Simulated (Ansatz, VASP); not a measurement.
**Rh: VASP beside Ansatz**

```xyz
1
Lattice="0.0000 1.8979 1.8979 1.8979 0.0000 1.8979 1.8979 1.8979 0.0000" Properties=species:S:1:pos:R:3 pbc="T T T"
Rh    0.0000    0.0000    0.0000
```

Alike in both runs: task relaxation of cell and atoms; functional RPBE; k mesh 12 × 12 × 12; occupations fermi-dirac, width 0.05 eV; no spin polarisation.

|  | VASP | Ansatz |
| --- | --- | --- |
| version | VASP 6.6.1 | Ansatz 0.2.0 |
| potentials or method | VASP PAW PBE potentials, release 64 (Rh_pv) | Ansatz PAW |
| plane-wave cutoff (eV) | 600 | 420 |
| valence electrons in the cell | 15 | 17 |

```tsv
	VASP	Ansatz	Ansatz less VASP
gap on the k mesh at the Fermi level, each at its own relaxed structure (eV)	none	none	-
relaxed volume (Å³/atom)	14.30	14.29	-0.003
relaxed cell length with the largest relative difference (Å)	2.724	2.724	-0.0002
```

VASP's potentials were made for PBE, not for RPBE. A gap of «none» marks a metal or a gap that the smearing closes. VASP's potentials hold 15 valence electrons a cell and Ansatz's 17, so a difference there can come from the potentials and not from the codes.

Noted on Ansatz's run: the plane-wave basis is chosen anew once the cell has moved, so the energies of steps on either side of that aren't comparable.
